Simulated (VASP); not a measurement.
**Cr: single point with PBE**

The system is Cr.

```
CELL_PARAMETERS angstrom
1.15465 -2.48336 0.00000
1.15465 2.48336 0.00000
0.00000 0.00000 4.09123
ATOMIC_POSITIONS crystal
Cr 0.87053 0.12947 0.75000
Cr 0.12947 0.87053 0.25000
```

| Property | Result |
| --- | --- |
| Program | VASP 6.6.1 |
| Task | single point |
| Functional | PBE |
| Potentials or basis | VASP PAW PBE potentials, release 64 (Cr_pv) |
| Cutoff | 520 eV |
| k mesh | 13 × 13 × 7 |
| Occupations | fermi-dirac, width 0.05 eV |
| Spin | collinear spin, ferromagnetic start |
| Starting moments | [3.0, 3.0] μB |

| Quantity | Value |
| --- | --- |
| Pressure | 2.1 GPa |
| Largest force | 0.165 eV/Å |
| Band gap on the k mesh | zero (filled and empty bands overlap) |
| Net moment | 0.00 μB per cell |
| Valence electrons inside the program's atomic spheres | Cr 11.07 |

Forces on the atoms (eV/Å):
```
Cr   0.000  0.165  0.000
Cr   0.000 -0.165  0.000
```

Stress tensor (GPa, compression positive):
```
 1.93  0.00  0.00
 0.00 -0.78  0.00
 0.00  0.00  5.12
```

Levels at points of the mesh, in eV from the Fermi level:
Spin up:
| k point | band 9 | band 10 | band 11 | band 12 | band 13 | band 14 | band 15 | band 16 |
| --- | --- | --- | --- | --- | --- | --- | --- | --- |
| (0.00, 0.00, 0.00) | -2.11 | -1.89 | -0.84 | 0.18 | 0.97 | 1.00 | 1.04 | 1.67 |
Spin down:
```csv
k point,band 10,band 11,band 12,band 13,band 14,band 15
"(0.00, 0.00, 0.00)",-1.89,-0.84,0.18,0.97,1.00,1.04
```

Run time: 2.8 min on 1 thread of Intel Xeon 8259CL, with other jobs on the host, peak memory 0.26 GiB.

Caveat: the stress differs along the axes, from -1 to 5 GPa; an empty level that is flat over the whole mesh can mark a ghost state of the potentials, or a narrow d or f band; the moments typed at the start vanished in this run.
